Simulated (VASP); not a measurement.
Set up this calculation in VASP 6.6.1, as the native input.

| Property | Result |
| --- | --- |
| Task | single point |
| Functional | PBEsol |
| Potentials or basis | VASP PAW PBE potentials, release 64 (Hf_pv, O) |
| Cutoff | 520 eV |
| k mesh | 7 × 7 × 7 |
| Occupations | fermi-dirac, width 0.05 eV |
| Spin | non-collinear spin, zero start, spin-orbit coupling |
| Starting moments | [[0.0, 0.0, 0.0], [0.0, 0.0, 0.0], [0.0, 0.0, 0.0]] μB |
| Dipole correction | no |
| Further INCAR settings | ALGO = Normal; EDIFF = 1e-07; NBANDS = 35 |

The structure of HfO2 lies in POSCAR:

```
HfO2
1.0
    0.0000000000      2.5575000000      2.5575000000
    2.5575000000      0.0000000000      2.5575000000
    2.5575000000      2.5575000000      0.0000000000
Hf O
1 2
Direct
    0.0000000000      0.0000000000      0.0000000000
    0.7500000000      0.7500000000      0.7500000000
    0.2500000000      0.2500000000      0.2500000000
```

These files were run (other wordings do the same):

INCAR

```
PREC     = Accurate       # precision mode
ENCUT    = 520            # plane-wave cutoff, eV
EDIFF    = 1E-7           # SCF threshold, eV
ISMEAR   = -1             # smearing method
SIGMA    = 0.05           # smearing width, eV
LREAL    = F              # projectors in reciprocal space
LASPH    = T              # aspherical terms in the spheres
NELM     = 150            # most SCF steps
ALGO     = Normal         # electronic algorithm
ISIF     = 2              # what is computed and relaxed
LWAVE    = F              # write WAVECAR
LCHARG   = F              # write CHGCAR
LNONCOLLINEAR= T              # non-collinear magnetism
MAGMOM   = 0 0 0 0 0 0 0 0 0 # initial moments
LORBIT   = 11             # projections on sites
LSORBIT  = T              # spin-orbit coupling
GGA_COMPAT= F            
LORBMOM  = T            
LMAXMIX  = 4              # l up to which the mixer works
GGA      = PS             # functional
NBANDS   = 35             # bands
```

KPOINTS

```
Automatic mesh
0
Gamma
  7 7 7
```

Potentials or basis: VASP PAW PBE potentials, release 64 (Hf_pv, O).

Launch:

```sh
$ cat potpaw_PBE.64/Hf_pv/POTCAR potpaw_PBE.64/O/POTCAR > POTCAR
$ mpirun -np 1 vasp_ncl > vasp.out
```

Results of the run:

* Pressure: -13.4 GPa
* Net moment: 0.00 μB per cell
* Valence electrons inside the program's atomic spheres: Hf 8.23; O 5.07

Caveat: the PAW data sets were made with another functional, which shifts forces and pressure a little.

Run time: 2.1 min on 1 thread of AMD EPYC 7R43 64-Core Processor (Zen 3), on a shared host, peak memory 0.22 GiB.
